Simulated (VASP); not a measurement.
# AlFe3B in VASP: a series of runs, part 2 of 2

VASP 6.6.1.

## 4. Single point, PBEsol, collinear spin, ferromagnetic start

This run uses another cell than the first one, of 11.17 Å³/atom.

File INCAR:

```
ALGO     = Normal         # electronic algorithm
EDIFF    = 1E-6           # SCF threshold, eV
ENCUT    = 520            # plane-wave cutoff, eV
GGA      = PS             # functional
ISIF     = 2              # what is computed and relaxed
ISMEAR   = -1             # smearing method
ISPIN    = 2              # spin polarisation
LASPH    = T              # aspherical terms in the spheres
LCHARG   = F              # write CHGCAR
LMAXMIX  = 4              # l up to which the mixer works
LORBIT   = 11             # projections on sites
LREAL    = F              # projectors in reciprocal space
LWAVE    = F              # write WAVECAR
MAGMOM   = 0.733333 0.733333 0.733333 0 0 # initial moments
NBANDS   = 27             # bands
NELM     = 150            # most SCF steps
NUPDOWN  = 2.2            # fixed moment
PREC     = Accurate       # precision mode
SIGMA    = 0.05           # smearing width, eV
```

File KPOINTS:

```
k-points
0
Gamma
  6 6 6
```

File POSCAR:

```
AlFe3B
1.0
    3.8223220000      0.0000000000      0.0000000000
    0.0000000000      3.8223220000      0.0000000000
    0.0000000000      0.0000000000      3.8223220000
Fe Al B
3 1 1
Direct
    0.0000000000      0.0000000000      0.5000000000
    0.0000000000      0.5000000000      0.0000000000
    0.5000000000      0.0000000000      0.0000000000
    0.5000000000      0.5000000000      0.5000000000
    0.0000000000      0.0000000000      0.0000000000
```

Potentials or basis: VASP PAW PBE potentials, release 64 (Fe, Al, B).

On the command line:

```console
$ cat potpaw_PBE.64/Fe/POTCAR potpaw_PBE.64/Al/POTCAR potpaw_PBE.64/B/POTCAR > POTCAR
$ mpirun -np 1 vasp_std > vasp.out
```

OUTCAR:

```text
EDIFF = 1E-6
   ENCUT = 520
   GGA = PS
   ISIF = 2
   ISMEAR = -1
   ISPIN = 2
   LASPH = T
   LORBIT = 11
   LREAL = F
   NELM = 150
   NUPDOWN = 2.2
   PREC = Accurate

 ion  position               nearest neighbor table
   1  0.000  0.000  0.500-   5 1.91   5 1.91   4 2.70   2 2.70   2 2.70   3 2.70   3 2.70   2 2.70
                             4 2.70   2 2.70   3 2.70   4 2.70   3 2.70   4 2.70
   2  0.000  0.500  0.000-   5 1.91   5 1.91   4 2.70   1 2.70   1 2.70   4 2.70   1 2.70   3 2.70
                             3 2.70   1 2.70   3 2.70   4 2.70   4 2.70   3 2.70
   3  0.500  0.000  0.000-   5 1.91   5 1.91   4 2.70   1 2.70   1 2.70   4 2.70   2 2.70   4 2.70
                             4 2.70   1 2.70   2 2.70   2 2.70   1 2.70   2 2.70
   4  0.500  0.500  0.500-   1 2.70   2 2.70   3 2.70   2 2.70   3 2.70   1 2.70   3 2.70   3 2.70
                             1 2.70   2 2.70   2 2.70   1 2.70
[... 1432 lines left out ...]
      0.00000      0.00000      1.91116         0.000000      0.000000      0.000000
      0.00000      1.91116      0.00000         0.000000      0.000000      0.000000
      1.91116      0.00000      0.00000         0.000000      0.000000      0.000000
      1.91116      1.91116      1.91116         0.000000      0.000000      0.000000
      0.00000      0.00000      0.00000         0.000000      0.000000      0.000000
 -----------------------------------------------------------------------------------
    total drift:                               -0.000000      0.000000     -0.000000

  FREE ENERGIE OF THE ION-ELECTRON SYSTEM (eV)
  ---------------------------------------------------
  free  energy   TOTEN  =       -38.5096317604 eV

  energy  without entropy=      -38.4624811555  energy(sigma->0) =      -38.48605646

 total charge

# of ion       s       p       d       tot
------------------------------------------
    1        0.448   0.606   6.411   7.465
    2        0.448   0.606   6.411   7.465
    3        0.448   0.606   6.411   7.465
    4        0.384   0.346   0.000   0.730
    5        0.806   1.302   0.000   2.109
--------------------------------------------------
tot          2.533   3.466  19.234  25.233

 magnetization (x)

# of ion       s       p       d       tot
------------------------------------------
    1       -0.002  -0.008   0.788   0.778
    2       -0.002  -0.008   0.788   0.778
    3       -0.002  -0.008   0.788   0.778
    4       -0.010  -0.027   0.000  -0.037
    5       -0.009  -0.054   0.000  -0.063
--------------------------------------------------
tot         -0.025  -0.106   2.365   2.235
```

stdout:

```text
POSCAR found type information on POSCAR FeAlB
 POSCAR found :  3 types and       5 ions
 scaLAPACK will be used
 -----------------------------------------------------------------------------
|                                                                             |
|                                                                             |
|     You enforced a specific xc type in the INCAR file but a different       |
|     I HOPE YOU KNOW WHAT YOU ARE DOING!                                     |
|                                                                             |
 -----------------------------------------------------------------------------

 LDA part: xc-table for (Slater+PW92), standard interpolation
 POSCAR, INCAR and KPOINTS ok, starting setup
 FFT: planning ... GRIDC
 FFT: planning ... GRID_SOFT
 FFT: planning ... GRID
 WAVECAR not read
 entering main loop
```

Wall time 1.8 min (1 thread of Intel Xeon Platinum 8259CL at 2.50GHz (Skylake/Cascade Lake), shared host); peak memory 0.19 GiB.

What came out:

* Free energy: -38.5096 eV
* Pressure: -11.4 GPa
* Net moment: 2.20 μB per cell
* Site moments: Fe +0.78; Al -0.04; B -0.06 μB
* Valence electrons inside the program's atomic spheres: Fe 7.46; Al 0.73; B 2.11

Caveat: the cell stands under tension; the PAW data sets were made with another functional, which shifts forces and pressure a little; the total moment is fixed, so each spin has its own Fermi level and the state may be an excited one.

## 5. Summary

```tsv
potentials or basis	spin	fixed moment (μB)	cell	cutoff (eV)	pressure (GPa)	moment (μB)
VASP PAW PBE potentials, release 64 (Fe_sv, Al, B)	collinear, ferromagnetic start	-	a = 3.669, b = 3.669, c = 3.822 Å, 5 atoms	690	8.8	3.87
VASP PAW PBE potentials, release 64 (Fe, Al, B)	collinear, zero start	0.0	a = 3.822 Å, 5 atoms	520	-12.5	0.00
VASP PAW PBE potentials, release 64 (Fe, Al, B)	collinear, ferromagnetic start	2.2	a = 3.822 Å, 5 atoms	520	-11.4	2.20
```

Alike in all rows: task single point; level PBEsol; k mesh 6 × 6 × 6; smearing fermi-dirac 0.05 eV.

Caveats: the PAW data sets were made with another functional, which shifts forces and pressure a little; the cell stands under tension (at least some runs); the stress differs along the axes, from -2 to 14 GPa (at least some runs); the total moment is fixed, so each spin has its own Fermi level (at least some runs); the total moment is fixed, so each spin has its own Fermi level and the state may be an excited one (at least some runs).

Total energies depend on the potentials used, so only differences within one code and one set of settings carry meaning.
